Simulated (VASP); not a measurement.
# MnSb (P6_3/mmc) in VASP: a series of runs, part 2 of 2

VASP 6.6.1. The steps go on from the part before.

### Step 3. Single point, PBEsol, collinear spin, ferromagnetic start

File INCAR:

```
PREC = Accurate
ENCUT = 520
EDIFF = 1E-7
ISMEAR = -1
SIGMA = 0.05
LREAL = False
LASPH = True
NELM = 150
ALGO = Normal
ISIF = 2
LWAVE = False
LCHARG = False
ISPIN = 2
MAGMOM = 0 0 4 4
LORBIT = 11
NUPDOWN = 8.0
LMAXMIX = 4
GGA = PS
NBANDS = 30
```

File KPOINTS:

```
Automatic mesh
0
Gamma
  6 6 4
```

File POSCAR:

```
MnSb
1.0
    4.1500000000      0.0000000000      0.0000000000
   -2.0750000000      3.5940054257      0.0000000000
    0.0000000000      0.0000000000      5.7800000000
Sb Mn
2 2
Direct
    0.6666666667      0.3333333333      0.7500000000
    0.3333333333      0.6666666667      0.2500000000
    0.0000000000      0.0000000000      0.5000000000
    0.0000000000      0.0000000000      0.0000000000
```

Potentials or basis: VASP PAW PBE potentials, release 64 (Sb, Mn_pv).

Started as:

```console
$ cat potpaw_PBE.64/Sb/POTCAR potpaw_PBE.64/Mn_pv/POTCAR > POTCAR
$ mpirun -np 1 vasp_std > vasp.out
```

Run time: 61 s. Hardware: 1 thread of Intel Xeon 6975P-C (Granite Rapids), shared host; peak memory 0.29 GiB.

It converged, with:

* Free energy: -27.8707 eV
* Pressure: -1.9 GPa
* Net moment: 8.00 μB per cell
* Site moments: Sb -0.03; Mn +3.76 μB
* Valence electrons inside the program's atomic spheres: Sb 2.47; Mn 11.49

Stress tensor (GPa, compression positive):
```
-1.95  0.00  0.00
 0.00 -1.95  0.00
 0.00  0.00 -1.70
```

Caveat: the PAW data sets were made with another functional, which shifts forces and pressure a little; the total moment is fixed, so each spin has its own Fermi level; only a ferromagnetic start was run, and an antiferromagnetic order may lie lower in energy.

### Step 4. Single point, PBEsol, collinear spin, ferromagnetic start

File INCAR:

```
ALGO = Normal
EDIFF = 1E-6
ENCUT = 520
GGA = PS
ISIF = 2
ISMEAR = -1
ISPIN = 2
LASPH = True
LCHARG = False
LMAXMIX = 4
LORBIT = 11
LREAL = False
LWAVE = False
MAGMOM = 0 0 5 5
NBANDS = 30
NELM = 150
NUPDOWN = 10.0
PREC = Accurate
SIGMA = 0.05
```

File KPOINTS:

```
k-points
0
Gamma
  6 6 4
```

POSCAR is that of step 3.

Potentials or basis: VASP PAW PBE potentials, release 64 (Sb, Mn_pv).

Started as:

```console
$ cat potpaw_PBE.64/Sb/POTCAR potpaw_PBE.64/Mn_pv/POTCAR > POTCAR
$ mpirun -np 1 vasp_std > vasp.out
```

OUTCAR:

```text
EDIFF = 1E-6
   ENCUT = 520
   GGA = PS
   ISIF = 2
   ISMEAR = -1
   ISPIN = 2
   LASPH = True
   LORBIT = 11
   LREAL = False
   NELM = 150
   NUPDOWN = 10.0
   PREC = Accurate

 ion  position               nearest neighbor table
   1  0.667  0.333  0.750-   3 2.80   4 2.80   3 2.80   4 2.80   3 2.80   4 2.80   2 3.75   2 3.75
                             2 3.75   2 3.75   2 3.75   2 3.75
   2  0.333  0.667  0.250-   3 2.80   4 2.80   3 2.80   4 2.80   3 2.80   4 2.80   1 3.75   1 3.75
                             1 3.75   1 3.75   1 3.75   1 3.75
   3  0.000  0.000  0.500-   1 2.80   2 2.80   2 2.80   1 2.80   1 2.80   2 2.80   4 2.89   4 2.89

[... 1616 lines left out ...]
     4.150000000  0.000000000  0.000000000     0.240963855  0.139120547  0.000000000
    -2.075000000  3.594005426  0.000000000     0.000000000  0.278241094  0.000000000
     0.000000000  0.000000000  5.780000000     0.000000000  0.000000000  0.173010381

 POSITION                                       TOTAL-FORCE (eV/Angst)
 -----------------------------------------------------------------------------------
      2.07500      1.19800      4.33500         0.000000      0.000000      0.000000
     -0.00000      2.39600      1.44500         0.000000     -0.000000      0.000000
      0.00000      0.00000      2.89000        -0.000000      0.000000      0.000000
      0.00000      0.00000      0.00000        -0.000000      0.000000      0.000000
 -----------------------------------------------------------------------------------
    total drift:                               -0.000000      0.000000      0.000000

  FREE ENERGIE OF THE ION-ELECTRON SYSTEM (eV)
  ---------------------------------------------------
  free  energy   TOTEN  =       -25.9586162778 eV

  energy  without entropy=      -25.9311673697  energy(sigma->0) =      -25.94489182

 total charge

# of ion       s       p       d       tot
------------------------------------------
    1        1.167   1.292   0.038   2.498
    2        1.167   1.292   0.038   2.498
    3        0.296   6.246   4.918  11.460
    4        0.296   6.246   4.918  11.460
--------------------------------------------------
tot          2.926  15.077   9.912  27.916

 magnetization (x)

# of ion       s       p       d       tot
------------------------------------------
    1        0.049   0.140   0.019   0.209
    2        0.049   0.140   0.019   0.209
    3        0.059   0.082   4.020   4.161
    4        0.059   0.082   4.020   4.161
--------------------------------------------------
tot          0.217   0.445   8.079   8.741
```

OSZICAR:

```text
N       E                     dE             d eps       ncg     rms          rms(c)
DAV:   1     0.320894863823E+03    0.32089E+03   -0.18998E+04  2776   0.120E+03
DAV:   2    -0.105914846772E+02   -0.33149E+03   -0.32086E+03  2646   0.346E+02
DAV:   3    -0.274350325248E+02   -0.16844E+02   -0.16321E+02  3010   0.859E+01
DAV:   4    -0.277689003738E+02   -0.33387E+00   -0.33330E+00  2802   0.117E+01
DAV:   5    -0.277759740616E+02   -0.70737E-02   -0.70735E-02  2902   0.193E+00    0.150E+01
DAV:   6    -0.261027359277E+02    0.16732E+01   -0.12150E+01  2716   0.376E+01    0.129E+01
DAV:   7    -0.259665578608E+02    0.13618E+00   -0.22171E+00  2746   0.166E+01    0.644E+00
DAV:   8    -0.259734624185E+02   -0.69046E-02   -0.87275E-02  2796   0.168E+00    0.356E+00
DAV:   9    -0.259541493971E+02    0.19313E-01   -0.26535E-02  2640   0.139E+00    0.749E-01
DAV:  10    -0.259582847397E+02   -0.41353E-02   -0.62139E-03  2664   0.681E-01    0.245E-01
DAV:  11    -0.259585940608E+02   -0.30932E-03   -0.74381E-04  2742   0.204E-01    0.663E-02
DAV:  12    -0.259586155308E+02   -0.21470E-04   -0.12073E-04  2724   0.916E-02    0.501E-02
DAV:  13    -0.259586171001E+02   -0.15694E-05   -0.18312E-05  2676   0.306E-02    0.142E-02
DAV:  14    -0.259586162778E+02    0.82236E-06   -0.22569E-06  2476   0.986E-03
   1 F= -.25958616E+02 E0= -.25944892E+02  d E =-.274489E-01  mag=    10.0000
```

stdout:

```text
POSCAR found type information on POSCAR SbMn
 POSCAR found :  2 types and       4 ions
 scaLAPACK will be used
 -----------------------------------------------------------------------------
|                                                                             |
|                                                                             |
|     You enforced a specific xc type in the INCAR file but a different       |
|     I HOPE YOU KNOW WHAT YOU ARE DOING!                                     |
|                                                                             |
 -----------------------------------------------------------------------------

 LDA part: xc-table for (Slater+PW92), standard interpolation
 POSCAR, INCAR and KPOINTS ok, starting setup
 FFT: planning ... GRIDC
 FFT: planning ... GRID_SOFT
 FFT: planning ... GRID
 WAVECAR not read
 entering main loop
```

It took 43 s on 1 thread of Intel Xeon 6975P-C (Granite Rapids), shared host; peak memory 0.29 GiB.

Results:

```yaml
Free_energy: -25.9586 eV
Pressure: 6.9 GPa
Net_moment: 10.00 μB per cell
Site_moments: Sb +0.21; Mn +4.16 μB
Valence_electrons_inside_the_program's_atomic_spheres: Sb 2.50; Mn 11.46
```

Caveat: the cell stands under pressure; the PAW data sets were made with another functional, which shifts forces and pressure a little; the total moment is fixed, so each spin has its own Fermi level; only a ferromagnetic start was run, and an antiferromagnetic order may lie lower in energy.

### Step 5. Overview

| fixed moment (μB) | pressure (GPa) | moment (μB) |
| --- | --- | --- |
| 6.0 | -9.6 | 6.00 |
| 8.0 | -1.9 | 8.00 |
| 10.0 | 6.9 | 10.00 |

Alike in all rows: task single point; level PBEsol; potentials or basis VASP PAW PBE potentials, release 64 (Sb, Mn_pv); spin collinear, ferromagnetic start; cell as given; k mesh 6 × 6 × 4; cutoff (eV) 520; smearing fermi-dirac 0.05 eV.

Caveats: the PAW data sets were made with another functional, which shifts forces and pressure a little; the total moment is fixed, so each spin has its own Fermi level; only a ferromagnetic start was run, and an antiferromagnetic order may lie lower in energy; the cell stands under tension (at least some runs); the cell stands under pressure (at least some runs).

Total energies depend on the potentials used, so only differences within one code and one set of settings carry meaning.
